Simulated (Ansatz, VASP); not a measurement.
# AlN: VASP beside Ansatz

File INCAR:

```
SYSTEM = AlN
PREC = Accurate ; ENCUT = 520
EDIFF = 1E-6 ; ISMEAR = 0
SIGMA = 0.05 ; LREAL = .FALSE.
LASPH = .TRUE. ; NELM = 100
ALGO = Normal ; ISIF = 2
LWAVE = .FALSE. ; LCHARG = .TRUE.
GGA = PS ; LELF = .TRUE.
LVHAR = .TRUE. ; NBANDS = 11
```

Contents of KPOINTS:

```
Automatic mesh
0
G
  10 10 10
  0 0 0
```

POSCAR

```
AlN
1.0
    0.0000000000      2.1886566781      2.1886566781
    2.1886566781      0.0000000000      2.1886566781
    2.1886566781      2.1886566781      0.0000000000
Al N
1 1
Direct
    0.0000000000      0.0090133114      0.0000000000
    0.7500000000      0.7326377520      0.7500000000
```

Input for Ansatz:

```yaml
crystal:
  lattice:
    - [0.0, 2.1886566781, 2.1886566781]
    - [2.1886566781, 0.0, 2.1886566781]
    - [2.1886566781, 2.1886566781, 0.0]
  atoms:
    - { symbol: Al, position: [0.0, 0.0090133114, 0.0] }
    - { symbol: "N", position: [0.75, 0.732637752, 0.75] }
basis:
  ecutwfc: 520.0
kpoints:
  mp_grid: { grid: [10, 10, 10] }
hamiltonian:
  xc: pbesol
  pseudopotentials: { kind: paw, azcp: { folder: soft_1 } }
scf:
  occupations: { method: gaussian, width: 0.05 }
output:
  forces: true
  stress: true
  eigenvalues: true
```

Change from the starting cell: mode 4 frozen in at -0.038 Å and mode 5 at -0.038 Å (largest displacements).

Alike in both runs: task single point; functional PBEsol; k mesh 10 × 10 × 10; occupations gaussian, width 0.05 eV; no spin polarisation.

|  | VASP | Ansatz |
| --- | --- | --- |
| version | VASP 6.6.1 | Ansatz 0.2.0 |
| potentials or method | VASP PAW PBE potentials, release 64 (Al, N), cutoff 520 eV | scalar-relativistic, plane waves, PAW |
| valence electrons in the cell | 8 | 8 |

Ansatz gave:

- gap on the k mesh at the Fermi level (eV): 2.98
- least direct gap on the mesh (eV): 3.84
- pressure (GPa): 0.8
- traceless stress, the component that is largest in VASP (GPa): -4.01
- rms of the force components (eV/Å): 0.692

Problem. Which values does VASP return?

Solution. gap on the k mesh at the Fermi level (eV): 2.97; least direct gap on the mesh (eV): 3.85; pressure (GPa): 0.8; traceless stress, the component that is largest in VASP (GPa): -4.07; rms of the force components (eV/Å): 0.697.

VASP's potentials were made for PBE, not for PBEsol, and Ansatz warns of the same on its side. Atom by atom the forces differ by 0.005 eV/Å (rms over components).
